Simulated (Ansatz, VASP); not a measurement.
AlNi: VASP beside Ansatz

Contents of INCAR:

```
SYSTEM = AlNi
PREC = Accurate
ENCUT = 520
EDIFF = 1E-6
ISMEAR = 0
SIGMA = 0.15
LREAL = .FALSE.
LASPH = .TRUE.
NELM = 60
ALGO = Fast
ISIF = 2
LWAVE = .FALSE.
LCHARG = .FALSE.
GGA = PS
NBANDS = 14
```

KPOINTS

```
regular mesh
0
G
  20 20 20
  0 0 0
```

Contents of POSCAR:

```
AlNi
1.0
    2.0819679297     -2.0819902819      0.0000000000
    2.0819679297      2.0819902819      0.0000000000
    0.0000000000      0.0000000000      2.9554910752
Al Ni
1 1
Direct
    0.0000000000      0.0000000000      0.0000000000
    0.5000000000      0.5000000000      0.5000000000
```

Input for Ansatz:

```yaml
crystal:
  lattice:
    - [2.0819679297, -2.0819902819, 0.0]
    - [2.0819679297, 2.0819902819, 0.0]
    - [0.0, 0.0, 2.9554910752]
  atoms:
    - { symbol: Al, position: [0.0, 0.0, 0.0] }
    - { symbol: Ni, position: [0.5, 0.5, 0.5] }
basis:
  ecutwfc: 420
kpoints:
  mp_grid: { grid: [20, 20, 20] }
hamiltonian:
  xc: pbesol
scf:
  occupations: { method: gaussian, width: 0.15 }
output:
  forces: true
  stress: true
  eigenvalues: true
```

Change from the starting cell: strain +0.030 along x and y, +0.030 along z, atoms carried along.

Alike in both runs: task single point; functional PBEsol; k mesh 20 × 20 × 20; occupations gaussian, width 0.15 eV; no spin polarisation.

```csv
,VASP,Ansatz
version,VASP 6.6.1,Ansatz 0.2.0
potentials or method,"VASP PAW PBE potentials, release 64 (Al, Ni), cutoff 520 eV","scalar-relativistic, plane waves, PAW"
valence electrons in the cell,13,21
```

Ansatz gave:

```
gap on the k mesh at the Fermi level (eV)                     : none
pressure (GPa)                                                : -12.6
traceless stress, the component that is largest in VASP (GPa) : -0.15
```

Task: Estimate VASP's values.

Result: gap on the k mesh at the Fermi level (eV): none; pressure (GPa): -12.8; traceless stress, the component that is largest in VASP (GPa): -0.15.

VASP's potentials were made for PBE, not for PBEsol. A gap of «none» marks a metal or a gap that the smearing closes. With one functional, cell and mesh, what is left measures potentials, basis and numerics. VASP's potentials hold 13 valence electrons a cell and Ansatz's 21, so a difference there can come from the potentials and not from the codes. Ansatz's warnings: near symmetry operations not taken.
